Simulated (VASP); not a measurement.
Here is a VASP 6.6.1 calculation.

INCAR

```
SYSTEM = Rh
PREC = Accurate ; ENCUT = 520
EDIFF = 1E-7 ; ISMEAR = 0
SIGMA = 0.15 ; LREAL = .FALSE.
LASPH = .TRUE. ; NELM = 80
ALGO = Fast ; ISIF = 2
LWAVE = .FALSE. ; LCHARG = .FALSE.
GGA = PS ; NBANDS = 14
```

The input KPOINTS:

```
Automatic mesh
0
G
  24 24 24
  0 0 0
```

Contents of POSCAR:

```
Rh
1.0
    0.0000000000      1.9015500000      1.9015500000
    1.9015500000      0.0000000000      1.9015500000
    1.9015500000      1.9015500000      0.0000000000
Rh
1
Direct
    0.0000000000      0.0000000000      0.0000000000
```

Potentials or basis: VASP PAW PBE potentials, release 64 (Rh_pv).

Launch:

```console
$ cat potpaw_PBE.64/Rh_pv/POTCAR > POTCAR
$ mpirun -np 1 vasp_std > vasp.out
```

Q: What does it give for the pressure?

A: -5.2 GPa.

Caveat: the PAW data sets were made with another functional, which shifts forces and pressure a little.
